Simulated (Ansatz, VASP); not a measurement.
Ge in VASP and in Ansatz

```
Ge
1.0
    -2.57717    2.72321    1.42548
     2.53992   -2.71178    1.33580
     2.48471    2.61931   -1.40442
Ge
2
Direct
  0.25525 0.76171 0.50396
  0.50084 0.49812 0.00653
```

Alike in both runs: task single point; functional PBEsol; k mesh 8 × 8 × 6; no spin polarisation.

|  | VASP | Ansatz |
| --- | --- | --- |
| version | VASP 6.6.1 | Ansatz 0.2.0 |
| potentials or method | VASP PAW PBE potentials, release 64 (Ge_d), cutoff 520 eV | plane waves, PAW |
| occupations | methfessel-paxton of order 1, width 0.1 eV | cold, width 0.1 eV |
| valence electrons in the cell | 28 | 28 |

Ansatz gave:

| Property | Result |
| --- | --- |
| pressure (GPa) | -0.2 |
| traceless stress, the component that is largest in VASP (GPa) | -6.98 |
| rms of the force components (eV/Å) | 0.156 |

**Question.** Estimate VASP's values.

**Answer.** Pressure (GPa): -0.3; traceless stress, the component that is largest in VASP (GPa): -6.91; rms of the force components (eV/Å): 0.156.

VASP's potentials were made for PBE, not for PBEsol. Atom by atom the forces differ by 0.001 eV/Å (rms over components). Ansatz's warnings: stress scf threshold loose.
